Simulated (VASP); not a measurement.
# Cu (Im-3m) in VASP: a series of runs, part 2 of 2

VASP 6.6.1. Earlier steps stand in the parts before.

## (4) Relaxation of cell and atoms, PBE

This run uses another cell than the first one, of 11.95 Å³/atom, 0.995 times its volume.

The input, INCAR:

```
ALGO     = Normal         # electronic algorithm
EDIFF    = 1E-6           # SCF threshold, eV
EDIFFG   = -0.005         # ionic threshold
ENCUT    = 600            # plane-wave cutoff, eV
GGA      = PE             # functional
IBRION   = 2              # ionic algorithm
ISIF     = 3              # what is computed and relaxed
ISMEAR   = -1             # smearing method
LASPH    = T              # aspherical terms in the spheres
LCHARG   = F              # write CHGCAR
LREAL    = F              # projectors in reciprocal space
LWAVE    = F              # write WAVECAR
NELM     = 100            # most SCF steps
NSW      = 60             # ionic steps
PREC     = Accurate       # precision mode
SIGMA    = 0.05           # smearing width, eV
```

The input, KPOINTS:

```
k-points
0
Gamma
  20 20 20
```

The input, POSCAR:

```
Cu
1.0
   -1.4402436573      1.4402436573      1.4402436573
    1.4402436573     -1.4402436573      1.4402436573
    1.4402436573      1.4402436573     -1.4402436573
Cu
1
Direct
    0.0000000000      0.0000000000      0.0000000000
```

Potentials or basis: VASP PAW PBE potentials, release 64 (Cu).

Run with:

```bash
> cat potpaw_PBE.64/Cu/POTCAR > POTCAR
> mpirun -np 1 vasp_std > vasp.out
```

OUTCAR:

```text
EDIFF = 1E-6
   EDIFFG = -0.005
   ENCUT = 600
   GGA = PE
   IBRION = 2
   ISIF = 3
   ISMEAR = -1
   LASPH = T
   LREAL = F
   NELM = 100
   NSW = 60
   PREC = Accurate

 ion  position               nearest neighbor table
   1  0.000  0.000  0.000-

  LATTYP: Found a body centered cubic cell.
 ALAT       =     2.8804873146

  Lattice vectors:

 A1 = (  -1.4402436573,   1.4402436573,   1.4402436573)
 A2 = (   1.4402436573,  -1.4402436573,   1.4402436573)
 A3 = (   1.4402436573,   1.4402436573,  -1.4402436573)

Analysis of symmetry for initial positions (statically):
=====================================================================
 Subroutine PRICEL returns:
 Original cell was already a primitive cell.

 Routine SETGRP: Setting up the symmetry group for a
 body centered cubic supercell.

 Subroutine GETGRP returns: Found 48 space group operations
 (whereof 48 operations were pure point group operations)
 out of a pool of 48 trial point group operations.

The static configuration has the point symmetry O_h .

Analysis of symmetry for dynamics (positions and initial velocities):
=====================================================================
 Subroutine PRICEL returns:
 Original cell was already a primitive cell.

 Routine SETGRP: Setting up the symmetry group for a
 body centered cubic supercell.

 Subroutine GETGRP returns: Found 48 space group operations
 (whereof 48 operations were pure point group operations)
 out of a pool of 48 trial point group operations.

The dynamic configuration has the point symmetry O_h .

 Subroutine INISYM returns: Found 48 space group operations
 (whereof 48 operations are pure point group operations),
 and found     1 'primitive' translations

----------------------------------------------------------------------------------------

                                     Primitive cell

  volume of cell :      11.9500

  direct lattice vectors                    reciprocal lattice vectors
    -1.440243657  1.440243657  1.440243657     0.000000000  0.347163480  0.347163480
     1.440243657 -1.440243657  1.440243657     0.347163480  0.000000000  0.347163480
     1.440243657  1.440243657 -1.440243657     0.347163480  0.347163480  0.000000000

  length of vectors
     2.494575190  2.494575190  2.494575190     0.490963302  0.490963302  0.490963302

  position of ions in fractional coordinates (direct lattice)
     0.000000000  0.000000000  0.000000000

  ion indices of the primitive-cell ions
   primitive index   ion index
                 1           1

----------------------------------------------------------------------------------------

 KPOINTS: k-points

Automatic generation of k-mesh.
 Grid dimensions read from file:
 generate k-points for:   20   20   20

 Generating k-lattice:

  Cartesian coordinates                     Fractional coordinates (reciprocal lattice)
     0.000000000  0.017358174  0.017358174     0.050000000  0.000000000  0.000000000
     0.017358174  0.000000000  0.017358174     0.000000000  0.050000000  0.000000000
[... 43 lines left out ...]
   dimension x,y,z NGX =    20 NGY =   20 NGZ =   20
   dimension x,y,z NGXF=    40 NGYF=   40 NGZF=   40
   ions per type =               1
   NGX,Y,Z   is equivalent  to a cutoff of  13.33, 13.33, 13.33 a.u.
   NGXF,Y,Z  is equivalent  to a cutoff of  26.66, 26.66, 26.66 a.u.
 SYSTEM =  unknown system
   PREC   = accura    normal or accurate (medium, high low for compatibility)
   ISTART =      0    job   : 0-new  1-cont  2-samecut
   ICHARG =      2    charge: 1-file 2-atom 10-const
   ISPIN  =      1    spin polarized calculation?
   LNONCOLLINEAR =      F non collinear calculations
   LSORBIT =      F    spin-orbit coupling
   LASPH  =      T    aspherical Exc in radial PAW
   ENCUT  =  600.0 eV  44.10 Ry    6.64 a.u.   4.98  4.98  4.98*2*pi/ulx,y,z
   NELM   =    100;   NELMIN=  2; NELMDL= -5     # of ELM steps
   EDIFF  = 0.1E-05   stopping-criterion for ELM
   LREAL  =      F    real-space projection
   EDIFFG = -.5E-02   stopping-criterion for IOM
   NSW    =     60    number of steps for IOM
   IBRION =      2    ionic relax: 0-MD 1-quasi-New 2-CG
   NFREE  =      1    steps in history (QN), initial steepest desc. (CG)
   ISIF   =      3    stress and relaxation
   ISYM   =      2    0-nonsym 1-usesym 2-fastsym
   POTIM  = 0.5000    time-step for ionic-motion
   TEBEG  =    0.0;   TEEND  =   0.0 temperature during run
   PSTRESS=    0.0 pullay stress
   NELECT =      11.0000    total number of electrons
   NUPDOWN=      -1.0000    fix difference up-down
   EMIN   =  10.00;   EMAX   =-10.00  energy-range for DOS
   EFERMI =   0.00;   METHOD = LEGACY
   ISMEAR =    -1;   SIGMA  =   0.05  broadening in eV -4-tet -1-fermi 0-gaus
   EFERMI_NEDOS =   21; number of points for ismear=-14 and -15
   IALGO  =     38    algorithm
   IMIX   =      4    mixing-type and parameters
     AMIX     =   0.40;   BMIX     =  1.00
     AMIX_MAG =   1.60;   BMIX_MAG =  1.00
  volume/ion in A,a.u.               =      11.95        80.64
  Fermi-wavevector in a.u.,A,eV,Ry     =   1.592513  3.009414 34.505720  2.536099
  Thomas-Fermi vector in A             =   2.690887
   LORBIT       =      0    0 simple, 1 ext, 2 COOP (PROOUT), +10 PAW based schemes
   GGA     = PE    functional components
   LHFCALC =     F    Hartree Fock is set to
   AEXX    =    0.0000 exact exchange contribution
   IVDW    =     0    specifies the selected vdW correction
   LEPSILON=     F    determine dielectric tensor
   LRPA    =     F    only Hartree local field effects (RPA)
 conjugate gradient relaxation of ions
 non-spin polarized calculation
  energy-cutoff  :      600.00
  volume of cell :       11.95
 maximum number of plane-waves:       420
   NGX =  9   NGY =  9   NGZ =  9

--------------------------------------- Ionic step        1  -------------------------------------------

 number of electron      11.0000001 magnetization

 Free energy of the ion-electron system (eV)
  ---------------------------------------------------
  ext. energy  EPLUGINS =         0.00000000
  ---------------------------------------------------
  free energy    TOTEN  =        -3.69047381 eV

  energy without entropy =       -3.68614198  energy(sigma->0) =       -3.68830789

------------------------ aborting loop because EDIFF is reached ----------------------------------------

  FORCE on cell =-STRESS in cart. coord.  units (eV):
  Direction    XX          YY          ZZ          XY          YZ          ZX
  --------------------------------------------------------------------------------------
  -------------------------------------------------------------------------------------
  Total        0.0937707      0.0937707      0.0937707      0.0000000     -0.0000000      0.0000000
  in kB       12.5721577     12.5721577     12.5721577      0.0000000     -0.0000000      0.0000000
  external PRESSURE =      12.5721577 kB  Pullay stress =       0.0000000 kB
[... 57 lines left out ...]
--------------------------------------- Ionic step        3  -------------------------------------------

 number of electron      11.0000005 magnetization

 Free energy of the ion-electron system (eV)
  ---------------------------------------------------
  ext. energy  EPLUGINS =         0.00000000
  ---------------------------------------------------
  free energy    TOTEN  =        -3.69089040 eV

  energy without entropy =       -3.68652336  energy(sigma->0) =       -3.68870688

 E-fermi :   7.3315     XC(G=0): -12.6079

 val. band max:        7.3270055341   @ k =   0.2500   0.1500   0.1000
 cond. band min:       7.3387763388   @ k =   0.2000   0.2000   0.1000
 fundamental gap:      0.0117708047
 Fermi energy:         7.3314508730

 k-point     1 :       0.0000    0.0000    0.0000
  band No.  band energies     occupation
      1      -1.8575      2.00000
      2       4.2889      2.00000
      3       4.2889      2.00000
      4       4.2889      2.00000
      5       5.2695      2.00000
      6       5.2695      2.00000
      7      32.1916      0.00000
      8      32.1916      0.00000
      9      32.1916      0.00000
[... 265 lines left out ...]
 k-point    24 :       0.2500    0.1000   -0.0000
  band No.  band energies     occupation
      1       1.3727      2.00000
      2       3.8454      2.00000
      3       4.1382      2.00000
      4       5.0996      2.00000
      5       5.3599      2.00000
      6       5.5889      2.00000
      7      18.4576      0.00000
      8      23.3080      0.00000
      9      26.2831      0.00000

 [... further k-points ...]

------------------------ aborting loop because EDIFF is reached ----------------------------------------

  FORCE on cell =-STRESS in cart. coord.  units (eV):
  Direction    XX          YY          ZZ          XY          YZ          ZX
  --------------------------------------------------------------------------------------
  -------------------------------------------------------------------------------------
  Total       -0.0003494     -0.0003494     -0.0003494     -0.0000000     -0.0000000      0.0000000
  in kB       -0.0464254     -0.0464254     -0.0464254     -0.0000000     -0.0000000      0.0000000
  external PRESSURE =      -0.0464254 kB  Pullay stress =       0.0000000 kB
[... 16 lines left out ...]
  FREE ENERGIE OF THE ION-ELECTRON SYSTEM (eV)
  ---------------------------------------------------
  free  energy   TOTEN  =        -3.6908903978 eV

  energy  without entropy=       -3.6865233622  energy(sigma->0) =       -3.68870688

 reached required accuracy - stopping structural energy minimisation
```

Run time: 29 s. Hardware: 1 thread of Intel Xeon Platinum 8375C at 2.90GHz (Ice Lake), shared host; peak memory 0.15 GiB.

What came out:

```
Free energy                            : -3.6909 eV
Relaxed volume                         : 12.06 Å³/atom
Relaxed cell                           : a = 2.502 Å, b = 2.502 Å, c = 2.502 Å, α = 109.47°, β = 109.47°, γ = 109.47°
Space group after relaxing (to 0.05 Å) : Im-3m (No. 229)
Energy gained by relaxing              : 0.4 meV/atom
Ionic steps                            : 3
Pressure after relaxing                : 0.0 GPa
```

The path:
| step | energy change (eV) | largest force (eV/Å) | pressure (GPa) | volume (Å³) |
| --- | --- | --- | --- | --- |
| 1 | 0.0000 | 0.0000 | 1.26 | 11.95 |
| 2 | -0.0003 | 0.0000 | -0.63 | 12.11 |
| 3 | -0.0004 | 0.0000 | 0.00 | 12.06 |

Final structure:
```yaml
crystal:
  lattice:
    - [-1.44457, 1.44457, 1.44457]
    - [1.44457, -1.44457, 1.44457]
    - [1.44457, 1.44457, -1.44457]
  atoms:
    - { symbol: Cu, position: [0.00000, 0.00000, 0.00000] }
```

## (5) Relaxation of cell and atoms, PBE

The input, INCAR:

```
ALGO = Normal
EDIFF = 1E-7
EDIFFG = -0.005
ENCUT = 600
GGA = PE
IBRION = 2
ISIF = 3
ISMEAR = -1
LASPH = True
LCHARG = False
LREAL = False
LWAVE = False
NELM = 100
NSW = 45
PREC = Accurate
SIGMA = 0.05
```

KPOINTS is that of step 4.

The input, POSCAR:

```
Cu
1.0
   -1.4424177744      1.4424177744      1.4424177744
    1.4424177744     -1.4424177744      1.4424177744
    1.4424177744      1.4424177744     -1.4424177744
Cu
1
Direct
    0.0000000000      0.0000000000      0.0000000000
```

Run with:

```bash
> cat potpaw_PBE.64/Cu/POTCAR > POTCAR
> mpirun -np 1 vasp_std > vasp.out
```

Run time: 32 s. Hardware: 1 thread of Intel Xeon Platinum 8375C at 2.90GHz (Ice Lake), shared host; peak memory 0.15 GiB.

It converged, with:

```
Free energy                            : -3.6909 eV
Relaxed volume                         : 12.06 Å³/atom
Relaxed cell                           : a = 2.502 Å, b = 2.502 Å, c = 2.502 Å, α = 109.47°, β = 109.47°, γ = 109.47°
Space group after relaxing (to 0.05 Å) : Im-3m (No. 229)
Energy gained by relaxing              : 0.1 meV/atom
Ionic steps                            : 3
Pressure after relaxing                : 0.0 GPa
```

The path:
| step | energy change (eV) | largest force (eV/Å) | pressure (GPa) | volume (Å³) |
| --- | --- | --- | --- | --- |
| 1 | 0.0000 | 0.0000 | 0.62 | 12.00 |
| 2 | -0.0001 | 0.0000 | -0.28 | 12.08 |
| 3 | -0.0001 | 0.0000 | 0.02 | 12.06 |

Final structure:
```
CELL_PARAMETERS angstrom
-1.44455 1.44455 1.44455
1.44455 -1.44455 1.44455
1.44455 1.44455 -1.44455
ATOMIC_POSITIONS crystal
Cu 0.00000 0.00000 0.00000
```

Levels at points of the mesh, in eV from the Fermi level:
```tsv
k point	band 4	band 5	band 6	band 7	band 8	band 9
(0.00, 0.00, 0.00)	-3.04	-2.06	-2.06	24.86	24.86	24.86
(0.50, 0.00, 0.00)	-1.96	-1.36	-0.53	4.23	17.29	17.32
(0.50, 0.50, 0.50)	-1.52	-1.52	8.11	8.11	8.11	13.44
```

## (6) Overview

| task | cell | cutoff (eV) | gap on the mesh (eV) | pressure (GPa) | relaxed volume (Å³/atom) |
| --- | --- | --- | --- | --- | --- |
| single point | a = 2.498 Å, angles 109.5°, 1 atom | 520 | none | 0.6 | - |
| relaxation of cell and atoms | relaxed from a = 2.495 Å, angles 109.5°, 1 atom | 600 | none | 0.0 | 12.06 |
| relaxation of cell and atoms | relaxed from a = 2.498 Å, angles 109.5°, 1 atom | 600 | none | 0.0 | 12.06 |

Alike in all rows: level PBE; potentials or basis VASP PAW PBE potentials, release 64 (Cu); no spin polarisation; k mesh 20 × 20 × 20; smearing fermi-dirac 0.05 eV.

Total energies depend on the potentials used, so only differences within one code and one set of settings carry meaning.
